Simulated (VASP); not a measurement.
Runs of VASP 6.6.1 on BaTe. The structure is that of space group Fm-3m (No. 225), or close to it. The cells are those of the table. 

```csv
level,potentials or basis,cell,k mesh,gap on the mesh (eV),pressure (GPa)
LDA,"VASP PAW LDA potentials, release 64 (Ba_sv, Te)","a = 4.724 Å, angles 60.0°, 2 atoms",7 × 7 × 7,(c),4.1
r2SCAN,"VASP PAW PBE potentials, release 64 (Ba_sv, Te)","a = 4.854 Å, angles 60.0°, 2 atoms",7 × 7 × 7,1.79,3.6
PBE,"VASP PAW PBE potentials, release 64 (Ba_sv, Te)","a = 4.790 Å, angles 60.0°, 2 atoms",7 × 7 × 7,(b),(a)
LDA,"VASP PAW LDA potentials, release 64 (Ba_sv, Te)","a = 4.757 Å, angles 60.0°, 2 atoms",7 × 7 × 7,1.15,3.0
PBEsol,"VASP PAW PBE potentials, release 64 (Ba_sv, Te)","a = 4.886 Å, angles 60.0°, 2 atoms",7 × 7 × 7,1.39,0.9
LDA,"VASP PAW LDA potentials, release 64 (Ba_sv, Te)","a = 4.822 Å, angles 60.0°, 2 atoms",7 × 7 × 7,1.26,1.2
LDA,"VASP PAW LDA potentials, release 64 (Ba_sv, Te)","a = 4.854 Å, angles 60.0°, 2 atoms",7 × 7 × 7,1.31,(d)
PBEsol,"VASP PAW PBE potentials, release 64 (Ba_sv, Te)","a = 4.822 Å, angles 60.0°, 2 atoms",6 × 6 × 6,1.24,2.4
```

Alike in all rows: task single point; no spin polarisation; cutoff (eV) 520; smearing fermi-dirac 0.05 eV.

Estimate the missing entries.

(a) 5.2; (b) 1.33; (c) 1.09; (d) 0.5.

Caveats: spin-orbit coupling is left out, which moves the levels of the heavy elements; the PAW data sets were made with another functional, which shifts forces and pressure a little (some runs).

A k mesh can miss the band edges, and the runs leave out spin-orbit coupling on Ba, Te.
